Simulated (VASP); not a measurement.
Crystal: MgF2.

```
Mg F
1.0
     4.62202    0.00000    0.00000
     0.00000    4.62202    0.00000
     0.00000    0.00000    3.04611
Mg F
2 4
Direct
  0.00000 0.00000 0.00000
  0.50000 0.50000 0.50000
  0.30295 0.30295 0.00000
  0.19705 0.80295 0.50000
  0.69705 0.69705 0.00000
  0.80295 0.19705 0.50000
```

Base run:

* Program: VASP 6.6.1
* Functional: PBE
* Potentials or basis: VASP PAW PBE potentials, release 64 (Mg, F)
* Cutoff: 600 eV
* k mesh: 4 × 4 × 6
* Occupations: gaussian, width 0.01 eV
* Spin: no spin polarisation

Its results: band gap on the k mesh 7.12 eV; pressure 3.9 GPa; largest force 0.026 eV/Å.

Question: The run is repeated on the same cell with these changes: functional from PBE to r2SCAN; cutoff from 600 eV to 660 eV. What comes out?

Answer: Band gap on the k mesh 8.03 eV; pressure -1.5 GPa; largest force 0.007 eV/Å.

Caveats: the cell stands under pressure (at least some runs); the PAW data sets were made with another functional, which shifts forces and pressure a little (at least some runs).

